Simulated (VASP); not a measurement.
LaMn3, 4 atoms in the cell. Symmetry: Pm-3m, No. 221, cubic system. Conventional cell: a = 4.165 Å, b = 4.165 Å, c = 4.165 Å, α = 90.00°, β = 90.00°, γ = 90.00°. Within 3.9 Å of La (site symmetry m-3m) lie 12 Mn at 2.94 Å. Mn (site symmetry 4/mmm) has 4 La at 2.94 Å and 8 Mn at 2.94 Å within 3.9 Å. 

- Program: VASP 6.6.1
- Task: single point
- Functional: LDA
- Potentials or basis: VASP PAW LDA potentials, release 64 (La, Mn_pv)
- Cutoff: 520 eV
- k mesh: 8 × 8 × 8
- Occupations: gaussian, width 0.05 eV
- Spin: collinear spin, ferromagnetic start
- Starting moments: [0.0, 3.56, 3.56, 3.56] μB
- Dipole correction: no
- Further INCAR settings: ALGO = Normal; EDIFF = 1e-06; NBANDS = 37

Potentials or basis: VASP PAW LDA potentials, release 64 (La, Mn_pv).

The run is started by

```sh
$ cat potpaw_LDA.64/La/POTCAR potpaw_LDA.64/Mn_pv/POTCAR > POTCAR
$ mpirun -np 1 vasp_std > vasp.out
```

Hardware: 1 thread of Oxide Virtual Turin-like Processor, with other jobs on the host.

Problem. How long does it take, and how much memory?

Solution. It took 3.4 min on 1 thread of Oxide Virtual Turin-like Processor, with other jobs on the host, peak memory 0.23 GiB. Counts: scf iterations 16, k points 35.
